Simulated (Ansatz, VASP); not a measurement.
## One calculation of CdTe, two programs

INCAR

```
PREC = Accurate
ENCUT = 520
EDIFF = 1E-7
ISMEAR = -1
SIGMA = 0.05
LREAL = False
LASPH = True
NELM = 100
ALGO = Normal
ISIF = 2
LWAVE = False
LCHARG = False
GGA = CA
NBANDS = 16
```

Contents of KPOINTS:

```
Automatic mesh
0
Gamma
  13 13 13
```

Contents of POSCAR:

```
CdTe
1.0
    0.0000000000      2.5556584438      2.5556584438
    2.5556584438      0.0000000000      2.5556584438
    2.5556584438      2.5556584438      0.0000000000
Cd Te
1 1
Direct
    0.0000000000      0.0000000000      0.0000000000
    0.5000000000      0.5000000000      0.5000000000
```

Input for Ansatz:

```yaml
crystal:
  lattice:
    - [0.0, 2.5556584438, 2.5556584438]
    - [2.5556584438, 0.0, 2.5556584438]
    - [2.5556584438, 2.5556584438, 0.0]
  atoms:
    - { symbol: Cd, position: [0.0, 0.0, 0.0] }
    - { symbol: Te, position: [0.5, 0.5, 0.5] }
kpoints:
  mp_grid: { grid: [13, 13, 13] }
scf:
  occupations: { method: fermi_dirac, width: 0.05 }
hamiltonian:
  xc: lda
  pseudopotentials: { kind: all_electron, lapw: { basis_error: 0.001 } }
output:
  forces: true
  stress: true
  eigenvalues: true
  populations: true
```

Change from the starting cell: volume scaled by 0.64, LAPW.

Alike in both runs: task single point; functional LDA; k mesh 13 × 13 × 13; occupations fermi-dirac, width 0.05 eV; no spin polarisation.

```csv
,VASP,Ansatz
version,VASP 6.6.1,Ansatz 0.2.0
potentials or method,"VASP PAW LDA potentials, release 64 (Cd, Te), cutoff 520 eV","all-electron LAPW, scalar-relativistic"
```

|  | VASP | Ansatz | Ansatz less VASP |
| --- | --- | --- | --- |
| pressure (GPa) | 85.5 | 82.8 | -2.68 |

LDA's correlation is that of Perdew and Zunger in VASP and of Perdew and Wang (1992) in Ansatz. Both programs put the cell under a high pressure, so it lies far from rest at this level. Ansatz ran all-electron here, and VASP with PAW potentials.

Neither program's run includes spin-orbit coupling. Noted on VASP's run: the cell as given lies far from equilibrium.
